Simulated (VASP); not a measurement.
MgO (lda), 2 atoms in the cell. The structure is cubic, space group Fm-3m (No. 225). The conventional cell has a = 4.163 Å, b = 4.163 Å, c = 4.163 Å, α = 90.00°, β = 90.00°, γ = 90.00°. Within 2.8 Å of Mg (site symmetry m-3m) lie 6 O at 2.08 Å. Within 2.8 Å of O (site symmetry m-3m) lie 6 Mg at 2.08 Å. 

| Item | Value |
| --- | --- |
| Program | VASP 6.6.1 |
| Task | single point |
| Functional | LDA |
| Potentials or basis | VASP PAW LDA potentials, release 64 (Mg, O) |
| Cutoff | 520 eV |
| k mesh | 8 × 8 × 8 |
| Occupations | gaussian, width 0.1 eV |
| Spin | no spin polarisation |
| Dipole correction | no |
| Further INCAR settings | ALGO = Normal; EDIFF = 1e-07; NBANDS = 11 |

Potentials or basis: VASP PAW LDA potentials, release 64 (Mg, O).

Launch:

```sh
$ cat potpaw_LDA.64/Mg/POTCAR potpaw_LDA.64/O/POTCAR > POTCAR
$ mpirun -np 1 vasp_std > vasp.out
```

Hardware: 1 thread of Intel Xeon 8259CL (shared host).

Estimate the wall time of this run.

Wall time 9.1 s on 1 thread of Intel Xeon 8259CL, on a shared host, peak memory 0.13 GiB. Counts: scf iterations 12, k points 29.
